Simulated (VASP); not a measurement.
# Al3H (P2_1/m) in VASP: single point with PBE

Aim: the single point of Al3H with PBE.

All numbers are computed with VASP 6.6.1; they aren't measurements. Logs are shortened: lines on timing, memory, paths and dates and some standing lists are left out, and cuts for length are marked.

## 1. The cell of the first run

The typed cell holds 8 atoms: a = 2.869 Å, b = 8.576 Å, c = 4.396 Å, α = 90.00°, β = 90.03°, γ = 90.00°.

## 2. Single point, PBE

INCAR

```
PREC = Accurate
ENCUT = 520
EDIFF = 1E-6
ISMEAR = 0
SIGMA = 0.1
LREAL = F
LASPH = T
NELM = 80
ALGO = Normal
ISIF = 2
LWAVE = F
LCHARG = F
GGA = PE
NBANDS = 20
```

KPOINTS

```
regular mesh
0
Gamma
  14 6 8
```

POSCAR

```
Al3H
1.0
    2.8686685790      0.0000000000      0.0546124554
    0.0000000000      8.5764742214      0.0000000000
   -0.0860078109      0.0000000000      4.3946902226
Al H
6 2
Direct
    0.7500127703      0.5723298166      0.2590430926
    0.2499872297      0.0723298166      0.7409569074
    0.2499872297      0.4276701834      0.7409569074
    0.7500127703      0.9276701834      0.2590430926
    0.2497213322      0.7500000000      0.8354735095
    0.7502786678      0.2500000000      0.1645264905
    0.2503130043      0.2500000000      0.4598272752
    0.7496869957      0.7500000000      0.5401727248
```

Potentials or basis: VASP PAW PBE potentials, release 64 (Al, H).

The run is started by

```bash
$ cat potpaw_PBE.64/Al/POTCAR potpaw_PBE.64/H/POTCAR > POTCAR
$ mpirun -np 1 vasp_std > vasp.out
```

OUTCAR:

```text
PREC = Accurate
   ENCUT = 520
   EDIFF = 1E-6
   ISMEAR = 0
   LREAL = F
   LASPH = T
   NELM = 80
   ISIF = 2
   GGA = PE

 ion  position               nearest neighbor table
   1  0.750  0.572  0.259-   8 1.96   6 2.80   5 2.80   5 2.80   3 2.84   3 2.84   3 2.96   3 2.96
                             4 3.05   5 3.29   5 3.29
   2  0.250  0.072  0.741-   7 1.96   5 2.80   6 2.80   6 2.80   4 2.84   4 2.84   4 2.96   4 2.96
                             3 3.05   6 3.29   6 3.29
   3  0.250  0.428  0.741-   7 1.96   5 2.80   6 2.80   6 2.80   1 2.84   1 2.84   1 2.96   1 2.96
                             2 3.05   6 3.29   6 3.29
   4  0.750  0.928  0.259-   8 1.96   6 2.80   5 2.80   5 2.80   2 2.84   2 2.84   2 2.96   2 2.96
                             1 3.05   5 3.29   5 3.29
   5  0.250  0.750  0.835-   8 1.93   8 1.94   2 2.80   3 2.80   1 2.80   4 2.80   1 2.80   4 2.80
                             4 3.29   1 3.29   1 3.29   4 3.29
   6  0.750  0.250  0.165-   7 1.93   7 1.94   4 2.80   1 2.80   2 2.80   3 2.80   2 2.80   3 2.80
                             3 3.29   2 3.29   2 3.29   3 3.29
   7  0.250  0.250  0.460-   6 1.93   6 1.94   2 1.96   3 1.96
   8  0.750  0.750  0.540-   5 1.93   5 1.94   4 1.96   1 1.96

  LATTYP: Found a simple monoclinic cell.
 ALAT       =     2.8691883759
 B/A-ratio  =     2.9891638672
 C/A-ratio  =     1.5319774058
 COS(beta)  =    -0.0005330867

  Lattice vectors:

 A1 = (   2.8686685790,   0.0000000000,   0.0546124554)
 A2 = (   0.0000000000,   8.5764742214,   0.0000000000)
 A3 = (  -0.0860078109,   0.0000000000,   4.3946902226)

Analysis of symmetry for initial positions (statically):
=====================================================================
 Subroutine PRICEL returns:
 Original cell was already a primitive cell.

 Routine SETGRP: Setting up the symmetry group for a
 simple monoclinic supercell.

 Subroutine GETGRP returns: Found  4 space group operations
 (whereof  2 operations were pure point group operations)
 out of a pool of  4 trial point group operations.

The static configuration has the point symmetry S_2 .
 The point group associated with its full space group is C_2h.

Analysis of symmetry for dynamics (positions and initial velocities):
=====================================================================
 Subroutine PRICEL returns:
 Original cell was already a primitive cell.

 Routine SETGRP: Setting up the symmetry group for a
 simple monoclinic supercell.

 Subroutine GETGRP returns: Found  4 space group operations
 (whereof  2 operations were pure point group operations)
 out of a pool of  4 trial point group operations.

The dynamic configuration has the point symmetry S_2 .
 The point group associated with its full space group is C_2h.

 Subroutine INISYM returns: Found  4 space group operations
 (whereof  2 operations are pure point group operations),
 and found     1 'primitive' translations

----------------------------------------------------------------------------------------

                                     Primitive cell

  volume of cell :     108.1631

  direct lattice vectors                    reciprocal lattice vectors
     2.868668579  0.000000000  0.054612455     0.348463941  0.000000000  0.006819735
     0.000000000  8.576474221  0.000000000     0.000000000  0.116598030  0.000000000
    -0.086007811  0.000000000  4.394690223    -0.004330333  0.000000000  0.227462576

  length of vectors
     2.869188376  8.576474221  4.395531765     0.348530668  0.116598030  0.227503791

  position of ions in fractional coordinates (direct lattice)
     0.750012770  0.572329817  0.259043093
     0.249987230  0.072329817  0.740956907
     0.249987230  0.427670183  0.740956907
     0.750012770  0.927670183  0.259043093
     0.249721332  0.750000000  0.835473509
     0.750278668  0.250000000  0.164526491
     0.250313004  0.250000000  0.459827275
     0.749686996  0.750000000  0.540172725

  ion indices of the primitive-cell ions
   primitive index   ion index
                 1           1
                 2           2
                 3           3
                 4           4
                 5           5
                 6           6
                 7           7
                 8           8

----------------------------------------------------------------------------------------

 KPOINTS: regular mesh

Automatic generation of k-mesh.
 Grid dimensions read from file:
 generate k-points for:   14    6    8

 Generating k-lattice:

  Cartesian coordinates                     Fractional coordinates (reciprocal lattice)
     0.024890281  0.000000000  0.000487124     0.071428571  0.000000000  0.000000000
     0.000000000  0.019433005  0.000000000     0.000000000  0.166666667  0.000000000
    -0.000541292  0.000000000  0.028432822     0.000000000  0.000000000  0.125000000

  Length of vectors
     0.024895048  0.019433005  0.028437974

  Shift w.r.t. Gamma in fractional coordinates (k-lattice)
     0.000000000  0.000000000  0.000000000

 Subroutine IBZKPT returns following result:
 ===========================================

 Found    232 irreducible k-points:

 Following reciprocal coordinates:
            Coordinates               Weight
  0.000000  0.000000  0.000000      1.000000
  0.071429  0.000000  0.000000      2.000000
  0.142857  0.000000  0.000000      2.000000
  0.214286  0.000000  0.000000      2.000000
  0.285714  0.000000  0.000000      2.000000
  0.357143  0.000000  0.000000      2.000000
[... 16 lines left out ...]
  0.428571  0.333333  0.000000      4.000000
  0.500000  0.333333  0.000000      2.000000
 [... further k-points ...]
   k-points           NKPTS =    232   k-points in BZ     NKDIM =    232   number of bands    NBANDS=     20
   number of dos      NEDOS =    301   number of ions     NIONS =      8
   total plane-waves  NPLWV =  55296
   dimension x,y,z NGX =    24 NGY =   64 NGZ =   36
   dimension x,y,z NGXF=    48 NGYF=  128 NGZF=   72
   ions per type =               6   2
   NGX,Y,Z   is equivalent  to a cutoff of  13.91, 12.41, 13.62 a.u.
   NGXF,Y,Z  is equivalent  to a cutoff of  27.81, 24.81, 27.23 a.u.
 SYSTEM =  unknown system
   PREC   = accura    normal or accurate (medium, high low for compatibility)
   ISTART =      0    job   : 0-new  1-cont  2-samecut
   ICHARG =      2    charge: 1-file 2-atom 10-const
   ISPIN  =      1    spin polarized calculation?
   LNONCOLLINEAR =      F non collinear calculations
   LSORBIT =      F    spin-orbit coupling
   LASPH  =      T    aspherical Exc in radial PAW
   ENCUT  =  520.0 eV  38.22 Ry    6.18 a.u.   5.33 15.95  8.17*2*pi/ulx,y,z
   NELM   =     80;   NELMIN=  2; NELMDL= -5     # of ELM steps
   EDIFF  = 0.1E-05   stopping-criterion for ELM
   LREAL  =      F    real-space projection
   EDIFFG = 0.1E-04   stopping-criterion for IOM
   NSW    =      0    number of steps for IOM
   IBRION =     -1    ionic relax: 0-MD 1-quasi-New 2-CG
   NFREE  =      0    steps in history (QN), initial steepest desc. (CG)
   ISIF   =      2    stress and relaxation
   ISYM   =      2    0-nonsym 1-usesym 2-fastsym
   POTIM  = 0.5000    time-step for ionic-motion
   TEBEG  =    0.0;   TEEND  =   0.0 temperature during run
   PSTRESS=    0.0 pullay stress
   NELECT =      20.0000    total number of electrons
   NUPDOWN=      -1.0000    fix difference up-down
   EMIN   =  10.00;   EMAX   =-10.00  energy-range for DOS
   EFERMI =   0.00;   METHOD = LEGACY
   ISMEAR =     0;   SIGMA  =   0.10  broadening in eV -4-tet -1-fermi 0-gaus
   EFERMI_NEDOS =   21; number of points for ismear=-14 and -15
   IALGO  =     38    algorithm
   IMIX   =      4    mixing-type and parameters
     AMIX     =   0.40;   BMIX     =  1.00
     AMIX_MAG =   1.60;   BMIX_MAG =  1.00
  volume/ion in A,a.u.               =      13.52        91.24
  Fermi-wavevector in a.u.,A,eV,Ry     =   0.932664  1.762479 11.835186  0.869862
  Thomas-Fermi vector in A             =   2.059285
   LORBIT       =      0    0 simple, 1 ext, 2 COOP (PROOUT), +10 PAW based schemes
   GGA     = PE    functional components
   LHFCALC =     F    Hartree Fock is set to
   AEXX    =    0.0000 exact exchange contribution
   IVDW    =     0    specifies the selected vdW correction
   LEPSILON=     F    determine dielectric tensor
   LRPA    =     F    only Hartree local field effects (RPA)
 non-spin polarized calculation
 Gauss-broadening in eV      SIGMA  =   0.10
  energy-cutoff  :      520.00
  volume of cell :      108.16
 maximum number of plane-waves:      2944
 NGX is ok and might be reduce to    24
   NGX = 11   NGY = 31   NGZ = 17

 number of electron      19.9999998 magnetization

 Free energy of the ion-electron system (eV)
  ---------------------------------------------------
  ext. energy  EPLUGINS =         0.00000000
  ---------------------------------------------------
  free energy    TOTEN  =       -27.95416983 eV

  energy without entropy =      -27.94525103  energy(sigma->0) =      -27.94971043

 E-fermi :   7.4581     XC(G=0): -10.0887

 val. band max:        7.4543224076   @ k =  -0.2143   0.5000   0.2500
 cond. band min:       7.4611552418   @ k =   0.2857   0.3333   0.5000
 fundamental gap:      0.0068328342
 Fermi energy:         7.4581302248

 k-point     1 :       0.0000    0.0000    0.0000
  band No.  band energies     occupation
      1      -4.0866      2.00000
      2      -2.6714      2.00000
      3      -1.4653      2.00000
      4       2.0084      2.00000
      5       3.5272      2.00000
      6       3.8811      2.00000
[... 12 lines left out ...]
     19      14.7818      0.00000
     20      14.8812      0.00000

 k-point     2 :       0.0714    0.0000    0.0000
  band No.  band energies     occupation
      1      -3.9983      2.00000
      2      -2.5881      2.00000
      3      -1.3747      2.00000
      4       2.0757      2.00000
      5       3.5989      2.00000
      6       3.9639      2.00000
[... 498 lines left out ...]
 k-point    24 :       0.5000    0.3333    0.0000
  band No.  band energies     occupation
      1      -0.2473      2.00000
      2      -0.2470      2.00000
      3       1.6150      2.00000
      4       1.6157      2.00000
      5       3.6144      2.00000
      6       3.6144      2.00000
[... 12 lines left out ...]
     19      11.2877      0.00000
     20      11.2956      0.00000

 [... further k-points ...]

------------------------ aborting loop because EDIFF is reached ----------------------------------------

  FORCE on cell =-STRESS in cart. coord.  units (eV):
  Direction    XX          YY          ZZ          XY          YZ          ZX
  --------------------------------------------------------------------------------------
  -------------------------------------------------------------------------------------
  Total       -0.0273388     -0.0361026     -0.0597371      0.0000000      0.0000000      0.0120692
  in kB       -0.4049594     -0.5347732     -0.8848618      0.0000000      0.0000000      0.1787761
  external PRESSURE =      -0.6081981 kB  Pullay stress =       0.0000000 kB

 VOLUME and BASIS-vectors are now :
 -----------------------------------------------------------------------------
  energy-cutoff  :      520.00
  volume of cell :      108.16
      direct lattice vectors                 reciprocal lattice vectors
     2.868668579  0.000000000  0.054612455     0.348463941  0.000000000  0.006819735
     0.000000000  8.576474221  0.000000000     0.000000000  0.116598030  0.000000000
    -0.086007811  0.000000000  4.394690223    -0.004330333  0.000000000  0.227462576

 POSITION                                       TOTAL-FORCE (eV/Angst)
 -----------------------------------------------------------------------------------
      2.12926      4.90857      1.17937        -0.000219      0.000186      0.000993
      0.65340      0.62033      3.26993         0.000219      0.000186     -0.000993
      0.65340      3.66790      3.26993         0.000219     -0.000186     -0.000993
      2.12926      7.95614      1.17937        -0.000219     -0.000186      0.000993
      0.64451      6.43236      3.68529         0.000093     -0.000000      0.000070
      2.13815      2.14412      0.76402        -0.000093      0.000000     -0.000070
      0.67852      2.14412      2.03447        -0.000110     -0.000000      0.000367
      2.10414      6.43236      2.41483         0.000110      0.000000     -0.000367
 -----------------------------------------------------------------------------------
    total drift:                               -0.000000     -0.000000      0.000000

  FREE ENERGIE OF THE ION-ELECTRON SYSTEM (eV)
  ---------------------------------------------------
  free  energy   TOTEN  =       -27.9541698259 eV

  energy  without entropy=      -27.9452510300  energy(sigma->0) =      -27.94971043
```

Wall time 6.4 min (1 thread of AMD EPYC 7R43 (Zen 3), shared host); peak memory 0.45 GiB.

Results:

| Quantity | Value |
| --- | --- |
| Free energy | -27.9542 eV |
| Pressure | -0.1 GPa |
| Band gap on the k mesh | zero (bands 10 and 11 overlap by 4.41 eV) |
